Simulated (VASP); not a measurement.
# TiB2 (P6/mmm) in VASP: vibrations by perturbation theory with LDA

Aim: the vibrations by perturbation theory of TiB2 with LDA.

Everything below comes from runs of VASP 6.6.1. Logs are shortened: lines on timing, memory, paths and dates and some standing lists are left out, and cuts for length are marked.

**1. The cell of the first run**

It takes space group P6/mmm (No. 191, hexagonal). The conventional cell has a = 2.994 Å, b = 2.994 Å, c = 3.160 Å, α = 90.00°, β = 90.00°, γ = 120.00°. Within 3.2 Å of Ti (site symmetry 6/mmm) lie 12 B at 2.34 Å and 8 Ti at 2.99 to 3.16 Å. Within 2.4 Å of B (site symmetry -6m2) lie 3 B at 1.73 Å and 6 Ti at 2.34 Å.

**2. Vibrations by perturbation theory, LDA**

File INCAR:

```
  ALGO = Normal
  EDIFF = 1E-8
  ENCUT = 520
  GGA = CA
  IBRION = 8
  ISIF = 2
  ISMEAR = -1
  LASPH = T
  LCHARG = F
  LREAL = F
  LWAVE = F
  NELM = 80
  NSW = 1
  PREC = Accurate
  SIGMA = 0.15
```

File KPOINTS:

```
k-points
0
Gamma
  15 15 12
```

File POSCAR:

```
TiB2
1.0
    2.9944000301      0.0000000029      0.0000000000
   -1.4972000175      2.5932264937      0.0000000000
    0.0000000000      0.0000000000      3.1596581017
Ti B
1 2
Direct
    0.0000000000      0.0000000000      0.0000000000
    0.3333333333      0.6666666667      0.5000000000
    0.6666666667      0.3333333333      0.5000000000
```

Potentials or basis: VASP PAW LDA potentials, release 64 (Ti_sv, B).

On the command line:

```sh
$ cat potpaw_LDA.64/Ti_sv/POTCAR potpaw_LDA.64/B/POTCAR > POTCAR
$ mpirun -np 1 vasp_std > vasp.out
```

OUTCAR:

```text
EDIFF = 1E-8
   ENCUT = 520
   GGA = CA
   IBRION = 8
   ISIF = 2
   ISMEAR = -1
   LASPH = T
   LREAL = F
   NELM = 80
   NSW = 1
   PREC = Accurate

 ion  position               nearest neighbor table
   1  0.000  0.000  0.000-   2 2.34   3 2.34   2 2.34   3 2.34   2 2.34   2 2.34   3 2.34   3 2.34
                             3 2.34   3 2.34   2 2.34   2 2.34
   2  0.333  0.667  0.500-   3 1.73   3 1.73   3 1.73   1 2.34   1 2.34   1 2.34   1 2.34   1 2.34
                             1 2.34
   3  0.667  0.333  0.500-   2 1.73   2 1.73   2 1.73   1 2.34   1 2.34   1 2.34   1 2.34   1 2.34
                             1 2.34

  LATTYP: Found a hexagonal cell.
 ALAT       =     2.9944000301
 C/A-ratio  =     1.0551890429

  Lattice vectors:

 A1 = (   2.9944000301,   0.0000000029,   0.0000000000)
 A2 = (  -1.4972000175,   2.5932264937,   0.0000000000)
 A3 = (   0.0000000000,   0.0000000000,   3.1596581017)

Analysis of symmetry for initial positions (statically):
=====================================================================
 Subroutine PRICEL returns:
 Original cell was already a primitive cell.

 Routine SETGRP: Setting up the symmetry group for a
 hexagonal supercell.

 Subroutine GETGRP returns: Found 24 space group operations
 (whereof 24 operations were pure point group operations)
 out of a pool of 24 trial point group operations.

The static configuration has the point symmetry D_6h.

Analysis of symmetry for dynamics (positions and initial velocities):
=====================================================================
 Subroutine PRICEL returns:
 Original cell was already a primitive cell.

 Routine SETGRP: Setting up the symmetry group for a
 hexagonal supercell.

 Subroutine GETGRP returns: Found 24 space group operations
 (whereof 24 operations were pure point group operations)
 out of a pool of 24 trial point group operations.

The dynamic configuration has the point symmetry D_6h.

[... 564 lines left out ...]
      0.00000      0.00000      0.00000        -0.000000      0.000000      0.000000
     -0.00000      1.72882      1.57983         0.000000      0.000000     -0.000000
      1.49720      0.86441      1.57983        -0.000000      0.000000      0.000000
 -----------------------------------------------------------------------------------
    total drift:                               -0.000000      0.000000      0.000000

  FREE ENERGIE OF THE ION-ELECTRON SYSTEM (eV)
  ---------------------------------------------------
  free  energy   TOTEN  =       -26.9346324216 eV

  energy  without entropy=      -26.9054805062  energy(sigma->0) =      -26.92005646

[... ionic steps 2 to 3 ...]

--------------------------------------- Ionic step        4  -------------------------------------------

------------------------ aborting loop because EDIFF is reached ----------------------------------------
[... 11 lines left out ...]
[... ionic steps 8 to 8 ...]

--------------------------------------- Ionic step        9  -------------------------------------------

 Free energy of the ion-electron system (eV)
  ---------------------------------------------------
  ---------------------------------------------------
  free energy    TOTEN  =        -0.04562739 eV

  energy without entropy =       -0.04562739

------------------------ aborting loop because EDIFF is reached ----------------------------------------

 INTERNAL STRAIN TENSOR  FOR ION    2  DIRECTION 3   (eV/Angst):
 -----------------------------------------------------------------------------
    -0.00062  0.00000  0.00000
    -0.00000 -0.00062 -0.00000
    -0.00000  0.00000 -0.00313

 INTERNAL STRAIN TENSOR FOR ION    3 for displacements in x,y,z  (eV/Angst):
          X           Y           Z          XY          YZ          ZX
  --------------------------------------------------------------------------------
  x    -0.00000     0.00000     0.00000     3.73125     0.00000     0.00000
  y     3.73125    -3.73125    -0.00000     0.00000     0.00000     0.00000
  z     0.00000     0.00000     0.00000     0.00000    -0.00000     0.00000

 SECOND DERIVATIVES (NOT SYMMETRIZED)
 ------------------------------------
               1X          1Y          1Z          2X          2Y          2Z          3X          3Y          3Z
  1X   -15.726057   -0.000000    0.000000    7.863029    0.000000    0.000000    7.863029    0.000000    0.000000
  1Y    -0.000000  -15.726057    0.000000    0.000000    7.863029    0.000000    0.000000    7.863029    0.000000
  1Z     0.000000   -0.000000  -15.950732   -0.000000   -0.000000    7.975366    0.000000   -0.000000    7.975366
  2X     7.847541    0.000000    0.000000  -20.792108   -0.000000    0.000000   12.944567    0.000000    0.000000
  2Y     0.000000    7.847541    0.000000   -0.000000  -20.792108    0.000000    0.000000   12.944567    0.000000
  2Z     0.000000    0.000000    7.967874    0.000000   -0.000000  -10.573841    0.000000   -0.000000    2.605967
  3X     7.847541    0.000000    0.000000   12.944567    0.000000    0.000000  -20.792108   -0.000000    0.000000
  3Y     0.000000    7.847541    0.000000    0.000000   12.944567    0.000000   -0.000000  -20.792108    0.000000
  3Z     0.000000    0.000000    7.967874    0.000000   -0.000000    2.605967    0.000000   -0.000000  -10.573841

 Eigenvectors and eigenvalues of the dynamical matrix
 ----------------------------------------------------

   1 f  =   27.616519 THz   173.519706 2PiTHz  921.187914 cm-1   114.212694 meV
             X         Y         Z           dx          dy          dz
      0.000000  0.000000  0.000000    -0.000000    0.000000   -0.000000
     -0.000000  1.728818  1.579829    -0.536776   -0.460295    0.000000
      1.497200  0.864409  1.579829     0.536776    0.460295    0.000000
[... 43 lines left out ...]
   9 f/i=    0.007329 THz     0.046047 2PiTHz    0.244455 cm-1     0.030309 meV
             X         Y         Z           dx          dy          dz
      0.000000  0.000000  0.000000    -0.382349    0.736402    0.000000
     -0.000000  1.728818  1.579829    -0.181863    0.350267    0.000000
      1.497200  0.864409  1.579829    -0.181863    0.350267    0.000000

--------------------------------------------------------------------------------------------------------

 ELASTIC MODULI CONTR FROM IONIC RELAXATION (kBar)
 Direction    XX          YY          ZZ          XY          YZ          ZX
 --------------------------------------------------------------------------------
 XX         -53.8960     53.8960      0.0000     -0.0000      0.0000     -0.0000
 YY          53.8960    -53.8960     -0.0000     -0.0000     -0.0000      0.0000
 ZZ           0.0000     -0.0000     -0.0000     -0.0000     -0.0000      0.0000
 XY          -0.0000     -0.0000     -0.0000    -53.8960      0.0000     -0.0000
 YZ           0.0000     -0.0000     -0.0000      0.0000     -0.0000      0.0000
 ZX          -0.0000      0.0000      0.0000     -0.0000      0.0000     -0.0000
 --------------------------------------------------------------------------------
```

OSZICAR:

```text
N       E                     dE             d eps       ncg     rms          rms(c)
DAV:   1     0.125322086013E+03    0.12532E+03   -0.93524E+03  4914   0.159E+03
DAV:   2    -0.227069137302E+02   -0.14803E+03   -0.14426E+03  5034   0.399E+02
DAV:   3    -0.319194043390E+02   -0.92125E+01   -0.90331E+01  7038   0.939E+01
DAV:   4    -0.322254303479E+02   -0.30603E+00   -0.30543E+00  6293   0.157E+01
[... 108 lines left out ...]
RMM:  11    -0.456273446915E-01   -0.45360E-06   -0.10119E-06 17891   0.108E-03    0.124E-05
RMM:  12    -0.456274037574E-01   -0.59066E-07   -0.59895E-07 18065   0.588E-04    0.179E-05
RMM:  13    -0.456273935210E-01    0.10236E-07   -0.21040E-07 18125   0.321E-04    0.122E-05
RMM:  14    -0.456273905869E-01    0.29341E-08   -0.80816E-08 18694   0.183E-04    0.137E-05
 Linear response finished
```

It took 12 min on 1 thread of AMD EPYC 9R45 (Zen 5), shared host; peak memory 0.58 GiB.

What came out:

```yaml
Highest_phonon_frequency_at_Γ: 921 cm⁻¹
```

Phonon frequencies in cm⁻¹ (negative: imaginary):
| q point | frequencies |
| --- | --- |
| (0.000, 0.000, 0.000) | 0 0 0 535 535 539 576 921 921 |
